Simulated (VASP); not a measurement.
# PbI2 (P-3m1) in VASP: further runs

The runs below take PbI2 through single point, with PBEsol, PBEsol+D4.

Program: VASP 6.6.1. These are calculated values, not measurements. Logs are shortened: lines on timing, memory, paths and dates and some standing lists are left out, and cuts for length are marked.

## (1) The cell of the first run

It takes space group P-3m1 (No. 164, trigonal). Conventional cell: a = 4.564 Å, b = 4.564 Å, c = 7.048 Å, α = 90.00°, β = 90.00°, γ = 120.00°. Pb (site symmetry -3m) has 6 I at 3.24 Å within 4.3 Å. Within 4.3 Å of I (site symmetry 3m) lie 3 Pb at 3.24 Å and 3 I at 4.21 Å.

## (2) Single point, PBEsol

File INCAR:

```
SYSTEM = PbI2
PREC     = Accurate       ! precision mode
ENCUT    = 500            ! plane-wave cutoff, eV
EDIFF    = 1E-6           ! SCF threshold, eV
ISMEAR   = -1             ! smearing method
SIGMA    = 0.05           ! smearing width, eV
LREAL    = .False.        ! projectors in reciprocal space
LASPH    = .True.         ! aspherical terms in the spheres
NELM     = 120            ! most SCF steps
ALGO     = Normal         ! electronic algorithm
ISIF     = 2              ! what is computed and relaxed
LWAVE    = .False.        ! write WAVECAR
LCHARG   = .False.        ! write CHGCAR
GGA      = PS             ! functional
NBANDS   = 21             ! bands
GGA_COMPAT= .False.
```

File KPOINTS:

```
regular mesh
0
Gamma
  6 6 4
  0 0 0
```

File POSCAR:

```
PbI2
1.0
    4.5640816926      0.0000000000      0.0000000000
   -2.2820408463      3.9526106907      0.0000000000
    0.0000000000      0.0000000000      7.0475121411
Pb I
1 2
Direct
    0.0000000000      0.0000000000      0.0000000000
    0.3333333333      0.6666666667      0.2667068022
    0.6666666667      0.3333333333      0.7332931978
```

Potentials or basis: VASP PAW PBE potentials, release 64 (Pb_d, I).

Started as:

```bash
$ cat potpaw_PBE.64/Pb_d/POTCAR potpaw_PBE.64/I/POTCAR > POTCAR
$ mpirun -np 1 vasp_std > vasp.out
```

OUTCAR:

```text
SYSTEM = PbI2
   PREC = Accurate
   ENCUT = 500
   EDIFF = 1E-6
   ISMEAR = -1
   LREAL = .False.
   LASPH = .True.
   NELM = 120
   ISIF = 2
   GGA = PS

 ion  position               nearest neighbor table
   1  0.000  0.000  0.000-   2 3.24   3 3.24   2 3.24   3 3.24   3 3.24   2 3.24
   2  0.333  0.667  0.267-   1 3.24   1 3.24   1 3.24
   3  0.667  0.333  0.733-   1 3.24   1 3.24   1 3.24

  LATTYP: Found a hexagonal cell.
 ALAT       =     4.5640816926
 C/A-ratio  =     1.5441248899

  Lattice vectors:

 A1 = (   4.5640816926,   0.0000000000,   0.0000000000)
 A2 = (  -2.2820408463,   3.9526106907,   0.0000000000)
 A3 = (   0.0000000000,   0.0000000000,   7.0475121411)

Analysis of symmetry for initial positions (statically):
=====================================================================
 Subroutine PRICEL returns:
 Original cell was already a primitive cell.

 Routine SETGRP: Setting up the symmetry group for a
 hexagonal supercell.

 Subroutine GETGRP returns: Found 12 space group operations
 (whereof 12 operations were pure point group operations)
 out of a pool of 24 trial point group operations.

The static configuration has the point symmetry D_3d.

Analysis of symmetry for dynamics (positions and initial velocities):
=====================================================================
 Subroutine PRICEL returns:
 Original cell was already a primitive cell.

 Routine SETGRP: Setting up the symmetry group for a
 hexagonal supercell.

 Subroutine GETGRP returns: Found 12 space group operations
 (whereof 12 operations were pure point group operations)
 out of a pool of 24 trial point group operations.

The dynamic configuration has the point symmetry D_3d.

 Subroutine INISYM returns: Found 12 space group operations
 (whereof 12 operations are pure point group operations),
 and found     1 'primitive' translations

----------------------------------------------------------------------------------------

                                     Primitive cell

  volume of cell :     127.1374

  direct lattice vectors                    reciprocal lattice vectors
     4.564081693  0.000000000  0.000000000     0.219102126  0.126498671  0.000000000
    -2.282040846  3.952610691  0.000000000     0.000000000  0.252997342  0.000000000
     0.000000000  0.000000000  7.047512141     0.000000000  0.000000000  0.141894044

  length of vectors
     4.564081693  4.564081693  7.047512141     0.252997342  0.252997342  0.141894044

  position of ions in fractional coordinates (direct lattice)
     0.000000000  0.000000000  0.000000000
     0.333333333  0.666666667  0.266706802
     0.666666667  0.333333333  0.733293198

  ion indices of the primitive-cell ions
   primitive index   ion index
                 1           1
                 2           2
                 3           3

----------------------------------------------------------------------------------------

 KPOINTS: regular mesh

Automatic generation of k-mesh.
 Grid dimensions read from file:
 generate k-points for:    6    6    4

 Generating k-lattice:

  Cartesian coordinates                     Fractional coordinates (reciprocal lattice)
     0.036517021  0.021083112  0.000000000     0.166666667 -0.000000000  0.000000000
     0.000000000  0.042166224  0.000000000     0.000000000  0.166666667  0.000000000
     0.000000000  0.000000000  0.035473511     0.000000000  0.000000000  0.250000000

  Length of vectors
     0.042166224  0.042166224  0.035473511

  Shift w.r.t. Gamma in fractional coordinates (k-lattice)
     0.000000000  0.000000000  0.000000000

 Subroutine IBZKPT returns following result:
 ===========================================

 Found     24 irreducible k-points:

 Following reciprocal coordinates:
            Coordinates               Weight
  0.000000  0.000000  0.000000      1.000000
  0.166667  0.000000  0.000000      6.000000
  0.333333  0.000000  0.000000      6.000000
  0.500000  0.000000  0.000000      3.000000
  0.166667  0.166667  0.000000      6.000000
  0.333333  0.166667  0.000000     12.000000
[... 16 lines left out ...]
  0.333333  0.166667  0.500000     12.000000
  0.333333  0.333333  0.500000      2.000000
   k-points           NKPTS =     24   k-points in BZ     NKDIM =     24   number of bands    NBANDS=     21
   number of dos      NEDOS =    301   number of ions     NIONS =      3
   total plane-waves  NPLWV =  69984
   dimension x,y,z NGX =    36 NGY =   36 NGZ =   54
   dimension x,y,z NGXF=    72 NGYF=   72 NGZF=  108
   ions per type =               1   2
   NGX,Y,Z   is equivalent  to a cutoff of  13.11, 13.11, 12.74 a.u.
   NGXF,Y,Z  is equivalent  to a cutoff of  26.23, 26.23, 25.48 a.u.
 SYSTEM =  PbI2
   PREC   = accura    normal or accurate (medium, high low for compatibility)
   ISTART =      0    job   : 0-new  1-cont  2-samecut
   ICHARG =      2    charge: 1-file 2-atom 10-const
   ISPIN  =      1    spin polarized calculation?
   LNONCOLLINEAR =      F non collinear calculations
   LSORBIT =      F    spin-orbit coupling
   LASPH  =      T    aspherical Exc in radial PAW
   ENCUT  =  500.0 eV  36.75 Ry    6.06 a.u.   8.32  8.32 12.85*2*pi/ulx,y,z
   NELM   =    120;   NELMIN=  2; NELMDL= -5     # of ELM steps
   EDIFF  = 0.1E-05   stopping-criterion for ELM
   LREAL  =      F    real-space projection
   EDIFFG = 0.1E-04   stopping-criterion for IOM
   NSW    =      0    number of steps for IOM
   IBRION =     -1    ionic relax: 0-MD 1-quasi-New 2-CG
   NFREE  =      0    steps in history (QN), initial steepest desc. (CG)
   ISIF   =      2    stress and relaxation
   ISYM   =      2    0-nonsym 1-usesym 2-fastsym
   POTIM  = 0.5000    time-step for ionic-motion
   TEBEG  =    0.0;   TEEND  =   0.0 temperature during run
   PSTRESS=    0.0 pullay stress
   NELECT =      28.0000    total number of electrons
   NUPDOWN=      -1.0000    fix difference up-down
   EMIN   =  10.00;   EMAX   =-10.00  energy-range for DOS
   EFERMI =   0.00;   METHOD = LEGACY
   ISMEAR =    -1;   SIGMA  =   0.05  broadening in eV -4-tet -1-fermi 0-gaus
   EFERMI_NEDOS =   21; number of points for ismear=-14 and -15
   IALGO  =     38    algorithm
   IMIX   =      4    mixing-type and parameters
     AMIX     =   0.40;   BMIX     =  1.00
     AMIX_MAG =   1.60;   BMIX_MAG =  1.00
  volume/ion in A,a.u.               =      42.38       285.99
  Fermi-wavevector in a.u.,A,eV,Ry     =   0.988636  1.868251 13.298349  0.977401
  Thomas-Fermi vector in A             =   2.120177
   LORBIT       =      0    0 simple, 1 ext, 2 COOP (PROOUT), +10 PAW based schemes
   GGA     = PS    functional components
   LHFCALC =     F    Hartree Fock is set to
   AEXX    =    0.0000 exact exchange contribution
   IVDW    =     0    specifies the selected vdW correction
   LEPSILON=     F    determine dielectric tensor
   LRPA    =     F    only Hartree local field effects (RPA)
 non-spin polarized calculation
  energy-cutoff  :      500.00
  volume of cell :      127.14
 maximum number of plane-waves:      3251
 NGX is ok and might be reduce to    36
   NGX = 17   NGY = 17   NGZ = 25

 number of electron      27.9999999 magnetization

 Free energy of the ion-electron system (eV)
  ---------------------------------------------------
  ext. energy  EPLUGINS =         0.00000000
  ---------------------------------------------------
  free energy    TOTEN  =        -9.33402663 eV

  energy without entropy =       -9.33402663  energy(sigma->0) =       -9.33402663

 E-fermi :   3.4467     XC(G=0):  -8.2596

 val. band max:        2.4287886568   @ k =   0.0000   0.0000   0.5000
 cond. band min:       4.5587507306   @ k =   0.0000   0.0000   0.5000
 fundamental gap:      2.1299620738
 Fermi energy:         3.4467117423

 k-point     1 :       0.0000    0.0000    0.0000
  band No.  band energies     occupation
      1     -13.6318      2.00000
      2     -13.6318      2.00000
      3     -13.6175      2.00000
      4     -13.6103      2.00000
      5     -13.6103      2.00000
      6      -9.7520      2.00000
[... 13 lines left out ...]
     20      10.1408      0.00000
     21      10.2704      0.00000

 k-point     2 :       0.1667    0.0000    0.0000
  band No.  band energies     occupation
      1     -13.6411      2.00000
      2     -13.6286      2.00000
      3     -13.6151      2.00000
      4     -13.6117      2.00000
      5     -13.6088      2.00000
      6      -9.6310      2.00000
[... 13 lines left out ...]
     20       9.6820      0.00000
     21      10.3709      0.00000

 k-point     3 :       0.3333    0.0000    0.0000
  band No.  band energies     occupation
      1     -13.6611      2.00000
      2     -13.6254      2.00000
      3     -13.6174      2.00000
      4     -13.6057      2.00000
      5     -13.6027      2.00000
      6      -9.3352      2.00000
[... 13 lines left out ...]
     20      10.5599      0.00000
     21      11.1758      0.00000

 k-point     4 :       0.5000    0.0000    0.0000
  band No.  band energies     occupation
      1     -13.6713      2.00000
      2     -13.6250      2.00000
      3     -13.6191      2.00000
      4     -13.6021      2.00000
      5     -13.5984      2.00000
      6      -9.1190      2.00000
[... 13 lines left out ...]
     20      11.3231      0.00000
     21      12.0702      0.00000

 k-point     5 :       0.1667    0.1667    0.0000
  band No.  band energies     occupation
      1     -13.6526      2.00000
      2     -13.6293      2.00000
      3     -13.6135      2.00000
      4     -13.6117      2.00000
      5     -13.6037      2.00000
      6      -9.4202      2.00000
[... 13 lines left out ...]
     20      10.2958      0.00000
     21      11.0115      0.00000

 k-point     6 :       0.3333    0.1667    0.0000
  band No.  band energies     occupation
      1     -13.6629      2.00000
      2     -13.6324      2.00000
      3     -13.6150      2.00000
      4     -13.6053      2.00000
      5     -13.6004      2.00000
      6      -9.1351      2.00000
[... 13 lines left out ...]
     20      10.5844      0.00000
     21      11.7743      0.00000

 k-point     7 :       0.3333    0.3333    0.0000
  band No.  band energies     occupation
      1     -13.6496      2.00000
      2     -13.6496      2.00000
      3     -13.6073      2.00000
      4     -13.6073      2.00000
      5     -13.6043      2.00000
      6      -8.9582      2.00000
[... 13 lines left out ...]
     20       9.5243      0.00000
     21      11.4205      0.00000
[... 291 lines left out ...]
      1     -13.6614      2.00000
      2     -13.6254      2.00000
      3     -13.6174      2.00000
      4     -13.6057      2.00000
      5     -13.6027      2.00000
      6      -9.2168      2.00000
[... 13 lines left out ...]
     20      10.1648      0.00000
     21      10.3440      0.00000

 k-point    21 :       0.5000    0.0000    0.5000
  band No.  band energies     occupation
      1     -13.6716      2.00000
      2     -13.6250      2.00000
      3     -13.6191      2.00000
      4     -13.6021      2.00000
      5     -13.5984      2.00000
      6      -9.0474      2.00000
[... 13 lines left out ...]
     20      10.4744      0.00000
     21      11.1762      0.00000

 k-point    22 :       0.1667    0.1667    0.5000
  band No.  band energies     occupation
      1     -13.6528      2.00000
      2     -13.6293      2.00000
      3     -13.6135      2.00000
      4     -13.6116      2.00000
      5     -13.6036      2.00000
      6      -9.2883      2.00000
[... 13 lines left out ...]
     20       9.9435      0.00000
     21      10.1974      0.00000

 k-point    23 :       0.3333    0.1667    0.5000
  band No.  band energies     occupation
      1     -13.6632      2.00000
      2     -13.6325      2.00000
      3     -13.6150      2.00000
      4     -13.6053      2.00000
      5     -13.6004      2.00000
      6      -9.0605      2.00000
[... 13 lines left out ...]
     20      10.4522      0.00000
     21      10.5846      0.00000

 k-point    24 :       0.3333    0.3333    0.5000
  band No.  band energies     occupation
      1     -13.6498      2.00000
      2     -13.6498      2.00000
      3     -13.6073      2.00000
      4     -13.6073      2.00000
      5     -13.6043      2.00000
      6      -8.9549      2.00000
[... 13 lines left out ...]
     20      10.0402      0.00000
     21      10.4949      0.00000

------------------------ aborting loop because EDIFF is reached ----------------------------------------

  FORCE on cell =-STRESS in cart. coord.  units (eV):
  Direction    XX          YY          ZZ          XY          YZ          ZX
  --------------------------------------------------------------------------------------
  -------------------------------------------------------------------------------------
  Total       -0.3699927     -0.3699927     -0.3749455      0.0000000      0.0000000      0.0000000
  in kB       -4.6626249     -4.6626249     -4.7250398      0.0000000      0.0000000      0.0000000
  external PRESSURE =      -4.6834298 kB  Pullay stress =       0.0000000 kB

 VOLUME and BASIS-vectors are now :
 -----------------------------------------------------------------------------
  energy-cutoff  :      500.00
  volume of cell :      127.14
      direct lattice vectors                 reciprocal lattice vectors
     4.564081693  0.000000000  0.000000000     0.219102126  0.126498671  0.000000000
    -2.282040846  3.952610691  0.000000000     0.000000000  0.252997342  0.000000000
     0.000000000  0.000000000  7.047512141     0.000000000  0.000000000  0.141894044

 POSITION                                       TOTAL-FORCE (eV/Angst)
 -----------------------------------------------------------------------------------
      0.00000      0.00000      0.00000         0.000000      0.000000      0.000000
     -0.00000      2.63507      1.87962        -0.000000     -0.000000     -0.109804
      2.28204      1.31754      5.16789         0.000000      0.000000      0.109804
 -----------------------------------------------------------------------------------
    total drift:                               -0.000000     -0.000000      0.000000

  FREE ENERGIE OF THE ION-ELECTRON SYSTEM (eV)
  ---------------------------------------------------
  free  energy   TOTEN  =        -9.3340266252 eV

  energy  without entropy=       -9.3340266251  energy(sigma->0) =       -9.33402663
```

Run time: 1.9 min. Hardware: 1 thread of Intel Xeon 8259CL, shared host; peak memory 0.27 GiB.

What came out:

| Item | Value |
| --- | --- |
| Free energy | -9.3340 eV |
| Pressure | -0.5 GPa |
| Largest force | 0.110 eV/Å |
| Band gap on the k mesh | 2.13 eV |

Forces on the atoms (eV/Å):
```
Pb   0.000  0.000  0.000
I    0.000  0.000 -0.110
I    0.000  0.000  0.110
```

Caveat: the PAW data sets were made with another functional, which shifts forces and pressure a little; spin-orbit coupling is left out, which moves the levels of the heavy elements; this functional lacks dispersion, which binds the layers, so the pressure and a relaxed spacing across them are unreliable. A k mesh can miss the band edges.

[end of part 1 of 2]
